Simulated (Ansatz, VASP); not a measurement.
**NbC4: VASP beside Ansatz**

```
Nb C
1.0
     3.60528    0.00000    0.00000
     0.00000    3.60528    0.00000
     0.00000    0.00000    3.60528
Nb C
1 4
Direct
  0.00000 0.00000 0.00000
  0.34899 0.65101 0.65101
  0.65101 0.34899 0.65101
  0.65101 0.65101 0.34899
  0.34899 0.34899 0.34899
```

Change from the starting cell: species swapped into the SnI4 type (P-43m, No. 215).

Alike in both runs: functional PBE; k mesh 10 × 10 × 10; occupations gaussian, width 0.1 eV; no spin polarisation.

Ansatz relaxed the structure, and its values are those at the end. VASP's run is a single point on that final structure, the one shown.

|  | VASP | Ansatz |
| --- | --- | --- |
| version | VASP 6.6.1 | Ansatz 0.2.0 |
| potentials or method | VASP PAW PBE potentials, release 64 (Nb_sv, C_h), cutoff 910 eV | scalar-relativistic, plane waves, PAW |
| valence electrons in the cell | 29 | 29 |

```csv
,VASP,Ansatz,Ansatz less VASP
gap on the k mesh at the Fermi level (eV),none,none,-
rms of the force components (eV/Å),0.016,0.005,-0.0104
```

A gap of «none» marks a metal or a gap that the smearing closes. With one functional, cell and mesh, what is left measures potentials, basis and numerics.

Noted on VASP's run: the cutoff is short for stress, so the pressure is rough.
